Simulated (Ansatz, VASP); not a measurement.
# V in VASP and in Ansatz

```
V
1.0
    -2.32780    2.32780    1.29149
     2.32780   -2.32780    1.29149
     2.32780    2.32780   -1.29149
V
2
Cartesian
  0.0000 -1.1639 -0.3229
  0.0000 1.1639 0.3229
```

Alike in both runs: functional PBE; k mesh 17 × 17 × 17; occupations fermi-dirac, width 0.05 eV; no spin polarisation.

Ansatz relaxed the structure, and its values are those at the end. VASP's run is a single point on that final structure, the one shown.

|  | VASP | Ansatz |
| --- | --- | --- |
| version | VASP 6.6.1 | Ansatz 0.2.0 |
| potentials or method | VASP PAW PBE potentials, release 64 (V_sv) | PAW with Ansatz's default frozen-core files, scalar-relativistic |
| plane-wave cutoff (eV) | 520 | 420 |
| valence electrons in the cell | 26 | 26 |

|  | VASP | Ansatz | Ansatz less VASP |
| --- | --- | --- | --- |
| pressure (GPa) | 0.3 | 0.0 | -0.29 |

The functional is the same, so the differences come from potentials, cutoffs and numerics.
